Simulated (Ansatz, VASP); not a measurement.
# HC18: VASP beside Ansatz

```
C H
1.0
     7.39800    0.00000    0.00000
    -3.69900    6.40686    0.00000
     0.00000    0.00000   11.00000
C H
18 1
Direct
  0.00073 0.00162 0.08641
  0.22003 0.11399 0.09239
  0.00017 0.33384 0.08031
  0.22184 0.44468 0.08133
  0.00074 0.66662 0.08643
  0.22003 0.77356 0.09242
  0.33351 0.00051 0.12415
  0.56046 0.11399 0.09240
  0.33239 0.33328 0.08641
  0.55582 0.44513 0.08919
  0.33239 0.66662 0.08643
  0.55582 0.77820 0.08920
  0.66739 0.00162 0.08641
  0.88934 0.11218 0.08131
  0.66739 0.33328 0.08642
  0.88934 0.44468 0.08133
  0.66684 0.66717 0.08898
  0.88888 0.77820 0.08920
  0.33353 0.00057 0.22655
```

Alike in both runs: functional PBE; dispersion D3(BJ); k mesh 2 × 2 × 1; occupations fermi-dirac, width 0.05 eV; collinear spin.

Ansatz relaxed the structure, and its values are those at the end. VASP's run is a single point on that final structure, the one shown.

|  | VASP | Ansatz |
| --- | --- | --- |
| version | VASP 6.6.1 | Ansatz 0.2.0 |
| potentials or method | VASP PAW PBE potentials, release 64 (C, H), cutoff 520 eV | scalar-relativistic, plane waves, PAW |
| valence electrons in the cell | 73 | 73 |

```csv
,VASP,Ansatz,Ansatz less VASP
rms of the force components (eV/Å),0.007,0.003,-0.0039
net moment per atom (μB),0.05,0.05,0.000
size of the moment on the site where the two differ most (μB),0.13,0.09,-0.043
```

Site moments also hang on the region over which each program counts them. Ansatz's warnings: filled band counts differ across k points, seeded moment not kept.

The k mesh is coarse, so the values compare programs but aren't converged.
